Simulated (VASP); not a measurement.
# Au in VASP: single point with PBE+D3(BJ)

Aim: the single point of Au with PBE+D3(BJ).

Everything below comes from runs of VASP 6.6.1. Logs are shortened: lines on timing, memory, paths and dates and some standing lists are left out, and cuts for length are marked.

## Step 1: The cell of the first run

The cell holds a slab with vacuum, 12 atoms: a = 5.803 Å, b = 5.803 Å, c = 20.738 Å, α = 90.00°, β = 90.00°, γ = 120.00°.

## Step 2: Single point, PBE+D3(BJ)

File INCAR:

```
SYSTEM = Au
  PREC = Accurate
  ENCUT = 520
  EDIFF = 1E-7
  ISMEAR = 0
  SIGMA = 0.1
  LREAL = .False.
  LASPH = .True.
  NELM = 100
  ALGO = Normal
  ISIF = 2
  LWAVE = .False.
  LCHARG = .True.
  LDIPOL = .True.
  IDIPOL = 3
  DIPOL = 0.5 0.5 0.506
  GGA = PE
  IVDW = 12
  LELF = .True.
  LVHAR = .True.
  LVACPOTAV = .True.
  NBANDS = 78
```

File KPOINTS:

```
Automatic mesh
0
Gamma
  4 4 1
  0 0 0
```

File POSCAR:

```
Au
1.0
    5.8027911564      0.0000000000      0.0000000000
   -2.9013955782      5.0253645543      0.0000000000
    0.0000000000      0.0000000000     20.7379591391
Au
12
Direct
    0.3333333333      0.1666666667      0.3857660219
    0.3333333333      0.6666666667      0.3857660219
    0.8333333333      0.1666666667      0.3857660219
    0.8333333333      0.6666666667      0.3857660219
    0.6666666667      0.3333333333      0.5060267573
    0.6666666667      0.8333333333      0.5060267573
    0.1666666667      0.3333333333      0.5060267573
    0.1666666667      0.8333333333      0.5060267573
    0.0000000000      0.5000000000      0.6262853284
    0.0000000000      0.0000000000      0.6262853284
    0.5000000000      0.5000000000      0.6262853284
    0.5000000000      0.0000000000      0.6262853284
```

Potentials or basis: VASP PAW PBE potentials, release 64 (Au).

Command:

```
$ cat potpaw_PBE.64/Au/POTCAR > POTCAR
$ mpirun -np 1 vasp_std > vasp.out
```

OUTCAR:

```text
SYSTEM = Au
   PREC = Accurate
   ENCUT = 520
   EDIFF = 1E-7
   ISMEAR = 0
   LREAL = .False.
   LASPH = .True.
   NELM = 100
   ISIF = 2
   GGA = PE
   IVDW = 12
 IVDW          = 12

 ion  position               nearest neighbor table
   1  0.333  0.167  0.386-   3 2.90   3 2.90   4 2.90   2 2.90   2 2.90   4 2.90   7 3.00   5 3.00
                             8 3.00
   2  0.333  0.667  0.386-   4 2.90   4 2.90   1 2.90   1 2.90   3 2.90   3 2.90   8 3.00   6 3.00
                             7 3.00
   3  0.833  0.167  0.386-   1 2.90   1 2.90   4 2.90   4 2.90   2 2.90   2 2.90   5 3.00   7 3.00
                             6 3.00
   4  0.833  0.667  0.386-   2 2.90   2 2.90   3 2.90   3 2.90   1 2.90   1 2.90   6 3.00   8 3.00
                             5 3.00
   5  0.667  0.333  0.506-   7 2.90   7 2.90   8 2.90   6 2.90   6 2.90   8 2.90   9 3.00  12 3.00
                            11 3.00   3 3.00   1 3.00   4 3.00
   6  0.667  0.833  0.506-   8 2.90   8 2.90   5 2.90   5 2.90   7 2.90   7 2.90  10 3.00  11 3.00
                            12 3.00   4 3.00   2 3.00   3 3.00
   7  0.167  0.333  0.506-   5 2.90   5 2.90   8 2.90   8 2.90   6 2.90   6 2.90  11 3.00  10 3.00
                             9 3.00   1 3.00   3 3.00   2 3.00
   8  0.167  0.833  0.506-   6 2.90   6 2.90   7 2.90   7 2.90   5 2.90   5 2.90  12 3.00   9 3.00
                            10 3.00   2 3.00   4 3.00   1 3.00
   9  0.000  0.500  0.626-  11 2.90  11 2.90  12 2.90  10 2.90  10 2.90  12 2.90   5 3.00   8 3.00
[... 14 lines left out ...]
 A1 = (   5.8027911564,   0.0000000000,   0.0000000000)
 A2 = (  -2.9013955782,   5.0253645543,   0.0000000000)
 A3 = (   0.0000000000,   0.0000000000,  20.7379591391)

Analysis of symmetry for initial positions (statically):
=====================================================================
 Subroutine PRICEL returns following result:

  LATTYP: Found a hexagonal cell.
 ALAT       =     2.9013955782
 C/A-ratio  =     7.1475807349

  Lattice vectors:

 A1 = (   2.9013955782,   0.0000000000,   0.0000000000)
 A2 = (  -1.4506977891,   2.5126822772,   0.0000000000)
 A3 = (   0.0000000000,   0.0000000000,  20.7379591391)

   4 primitive cells build up your supercell.

 Routine SETGRP: Setting up the symmetry group for a
 hexagonal supercell.

 Subroutine GETGRP returns: Found 12 space group operations
 (whereof  6 operations were pure point group operations)
 out of a pool of 24 trial point group operations.

The static configuration has the point symmetry C_3v.
 The point group associated with its full space group is D_3d.

Analysis of symmetry for dynamics (positions and initial velocities):
=====================================================================
 Subroutine PRICEL returns following result:

  LATTYP: Found a hexagonal cell.
 ALAT       =     2.9013955782
 C/A-ratio  =     7.1475807349

  Lattice vectors:

 A1 = (   2.9013955782,   0.0000000000,   0.0000000000)
 A2 = (  -1.4506977891,   2.5126822772,   0.0000000000)
 A3 = (   0.0000000000,   0.0000000000,  20.7379591391)

   4 primitive cells build up your supercell.

 Routine SETGRP: Setting up the symmetry group for a
 hexagonal supercell.

 Subroutine GETGRP returns: Found 12 space group operations
 (whereof  6 operations were pure point group operations)
 out of a pool of 24 trial point group operations.

The dynamic configuration has the point symmetry C_3v.
 The point group associated with its full space group is D_3d.

 Subroutine INISYM returns: Found 12 space group operations
 (whereof  6 operations are pure point group operations),
 and found     4 'primitive' translations

----------------------------------------------------------------------------------------

                                     Primitive cell

  volume of cell :     151.1856

  direct lattice vectors                    reciprocal lattice vectors
     2.901395578  0.000000000  0.000000000     0.344661723  0.198990539  0.000000000
    -1.450697789  2.512682277  0.000000000     0.000000000  0.397981077  0.000000000
     0.000000000  0.000000000 20.737959139     0.000000000  0.000000000  0.048220753

  length of vectors
     2.901395578  2.901395578 20.737959139     0.397981077  0.397981077  0.048220753

  position of ions in fractional coordinates (direct lattice)
     0.666666667  0.333333333  0.385766022
     0.333333333  0.666666667  0.506026757
     1.000000000  0.000000000  0.626285328

  ion indices of the primitive-cell ions
   primitive index   ion index
                 1           1
                 2           7
                 3          12

----------------------------------------------------------------------------------------

 KPOINTS: Automatic mesh

Automatic generation of k-mesh.
 Grid dimensions read from file:
 generate k-points for:    4    4    1

 Generating k-lattice:

  Cartesian coordinates                     Fractional coordinates (reciprocal lattice)
     0.043082715  0.024873817  0.000000000     0.250000000 -0.000000000  0.000000000
     0.000000000  0.049747635  0.000000000     0.000000000  0.250000000  0.000000000
     0.000000000  0.000000000  0.048220753     0.000000000  0.000000000  1.000000000

  Length of vectors
     0.049747635  0.049747635  0.048220753

  Shift w.r.t. Gamma in fractional coordinates (k-lattice)
     0.000000000  0.000000000  0.000000000

 Subroutine IBZKPT returns following result:
 ===========================================

 Found      4 irreducible k-points:

 Following reciprocal coordinates:
            Coordinates               Weight
  0.000000  0.000000  0.000000      1.000000
  0.250000  0.000000  0.000000      6.000000
  0.500000  0.000000  0.000000      3.000000
  0.250000  0.250000  0.000000      6.000000
   k-points           NKPTS =      4   k-points in BZ     NKDIM =      4   number of bands    NBANDS=     78
   number of dos      NEDOS =    301   number of ions     NIONS =     12
   total plane-waves  NPLWV = 368640
   dimension x,y,z NGX =    48 NGY =   48 NGZ =  160
   dimension x,y,z NGXF=    96 NGYF=   96 NGZF=  320
   ions per type =              12
   NGX,Y,Z   is equivalent  to a cutoff of  13.75, 13.75, 12.83 a.u.
   NGXF,Y,Z  is equivalent  to a cutoff of  27.50, 27.50, 25.65 a.u.
 SYSTEM =  Au
   PREC   = accura    normal or accurate (medium, high low for compatibility)
   ISTART =      0    job   : 0-new  1-cont  2-samecut
   ICHARG =      2    charge: 1-file 2-atom 10-const
   ISPIN  =      1    spin polarized calculation?
   LNONCOLLINEAR =      F non collinear calculations
   LSORBIT =      F    spin-orbit coupling
   LASPH  =      T    aspherical Exc in radial PAW
   ENCUT  =  520.0 eV  38.22 Ry    6.18 a.u.  10.79 10.79 38.56*2*pi/ulx,y,z
   NELM   =    100;   NELMIN=  2; NELMDL= -5     # of ELM steps
   EDIFF  = 0.1E-06   stopping-criterion for ELM
   LREAL  =      F    real-space projection
   EDIFFG = 0.1E-05   stopping-criterion for IOM
   NSW    =      0    number of steps for IOM
   IBRION =     -1    ionic relax: 0-MD 1-quasi-New 2-CG
   NFREE  =      0    steps in history (QN), initial steepest desc. (CG)
   ISIF   =      2    stress and relaxation
   ISYM   =      2    0-nonsym 1-usesym 2-fastsym
   POTIM  = 0.5000    time-step for ionic-motion
   TEBEG  =    0.0;   TEEND  =   0.0 temperature during run
   PSTRESS=    0.0 pullay stress
   NELECT =     132.0000    total number of electrons
   NUPDOWN=      -1.0000    fix difference up-down
   EMIN   =  10.00;   EMAX   =-10.00  energy-range for DOS
   EFERMI =   0.00;   METHOD = LEGACY
   ISMEAR =     0;   SIGMA  =   0.10  broadening in eV -4-tet -1-fermi 0-gaus
   EFERMI_NEDOS =   21; number of points for ismear=-14 and -15
   IALGO  =     38    algorithm
   IMIX   =      4    mixing-type and parameters
     AMIX     =   0.40;   BMIX     =  1.00
     AMIX_MAG =   1.60;   BMIX_MAG =  1.00
  volume/ion in A,a.u.               =      50.40       340.08
  Fermi-wavevector in a.u.,A,eV,Ry     =   0.985695  1.862694 13.219352  0.971595
  Thomas-Fermi vector in A             =   2.117021
   LORBIT       =      0    0 simple, 1 ext, 2 COOP (PROOUT), +10 PAW based schemes
   GGA     = PE    functional components
   LHFCALC =     F    Hartree Fock is set to
   AEXX    =    0.0000 exact exchange contribution
   IVDW    =    12    specifies the selected vdW correction
   LEPSILON=     F    determine dielectric tensor
   LRPA    =     F    only Hartree local field effects (RPA)
 non-spin polarized calculation
 Gauss-broadening in eV      SIGMA  =   0.10
  energy-cutoff  :      520.00
  volume of cell :      604.74
 maximum number of plane-waves:     16312
 NGX is ok and might be reduce to    48
   NGX = 21   NGY = 21   NGZ = 77

 number of electron     132.0000021 magnetization

 dipolmoment           0.000000      0.000000     -0.000623 electrons x Angstroem

 Free energy of the ion-electron system (eV)
  ---------------------------------------------------
  ext. energy  EPLUGINS =         0.00000000
  ---------------------------------------------------
  free energy    TOTEN  =       -36.25253910 eV

  energy without entropy =      -36.21247838  energy(sigma->0) =      -36.23250874

 E-fermi :  -0.2926     XC(G=0):  -5.2018

 val. band max:       -0.5011922131   @ k =   0.5000   0.0000   0.0000
 cond. band min:      -0.2290491461   @ k =   0.5000   0.0000   0.0000
 fundamental gap:      0.2721430670
 Fermi energy:        -0.2925551650

 k-point     1 :       0.0000    0.0000    0.0000
  band No.  band energies     occupation
      1      -8.9860      2.00000
      2      -7.5856      2.00000
      3      -7.1944      2.00000
      4      -6.8073      2.00000
      5      -6.8073      2.00000
      6      -6.8073      2.00000
[... 313 lines left out ...]
     77       5.0949      0.00000
     78       5.1431      0.00000

------------------------ aborting loop because EDIFF is reached ----------------------------------------

 Edisp (eV)   -5.21748

 E8    (eV) :    -2.4437

  FORCE on cell =-STRESS in cart. coord.  units (eV):
  Direction    XX          YY          ZZ          XY          YZ          ZX
  --------------------------------------------------------------------------------------
  -------------------------------------------------------------------------------------
  Total     -16.96332   -16.96332    -0.25261    -0.00000     0.00000     0.00000
  in kB     -44.94183   -44.94183    -0.66926    -0.00000     0.00000     0.00000
  external pressure =      -30.18 kB  Pullay stress =        0.00 kB

 VOLUME and BASIS-vectors are now :
 -----------------------------------------------------------------------------
  energy-cutoff  :      520.00
  volume of cell :      604.74
      direct lattice vectors                 reciprocal lattice vectors
     5.802791156  0.000000000  0.000000000     0.172330862  0.099495269  0.000000000
    -2.901395578  5.025364554  0.000000000     0.000000000  0.198990539  0.000000000
     0.000000000  0.000000000 20.737959139     0.000000000  0.000000000  0.048220753

 POSITION                                       TOTAL-FORCE (eV/Angst)
 -----------------------------------------------------------------------------------
      1.45070      0.83756      8.00000         0.000000     -0.000000      0.002330
     -0.00000      3.35024      8.00000         0.000000     -0.000000      0.002330
      4.35209      0.83756      8.00000         0.000000      0.000000      0.002330
      2.90140      3.35024      8.00000        -0.000000     -0.000000      0.002330
      2.90140      1.67512     10.49396        -0.000000      0.000000     -0.000000
      1.45070      4.18780     10.49396        -0.000000     -0.000000      0.000000
      0.00000      1.67512     10.49396         0.000000      0.000000      0.000000
     -1.45070      4.18780     10.49396         0.000000     -0.000000     -0.000000
     -1.45070      2.51268     12.98788         0.000000      0.000000     -0.002330
      0.00000      0.00000     12.98788        -0.000000      0.000000     -0.002330
      1.45070      2.51268     12.98788        -0.000000     -0.000000     -0.002330
      2.90140      0.00000     12.98788        -0.000000      0.000000     -0.002330
 -----------------------------------------------------------------------------------
    total drift:                                0.000000     -0.000000     -0.096626

  FREE ENERGIE OF THE ION-ELECTRON SYSTEM (eV)
  ---------------------------------------------------
  free  energy   TOTEN  =       -41.4700141454 eV

  energy  without entropy=      -41.4299534216  energy(sigma->0) =      -41.44998378

 vacuum level on the upper side and lower side of the slab         4.957         4.961
```

Wall time 4.8 min (1 thread of AMD EPYC 9R45 (Zen 5), shared host); peak memory 0.7 GiB.

Results:

```
Free energy                : -41.4700 eV
Band gap on the k mesh     : zero (bands 66 and 67 overlap by 0.73 eV)
Dispersion energy per atom : -0.435 eV
```

Forces on the atoms (eV/Å):
```
Au   0.000  0.000  0.002
Au   0.000  0.000  0.002
Au   0.000  0.000  0.002
Au   0.000  0.000  0.002
Au   0.000  0.000  0.000
Au   0.000  0.000  0.000
Au   0.000  0.000  0.000
Au   0.000  0.000  0.000
Au   0.000  0.000 -0.002
Au   0.000  0.000 -0.002
Au   0.000  0.000 -0.002
Au   0.000  0.000 -0.002
```

Caveat: spin-orbit coupling is left out, which moves the levels of the heavy elements.

The gap in the log of VASP goes by the Fermi energy; the results here count the filled bands.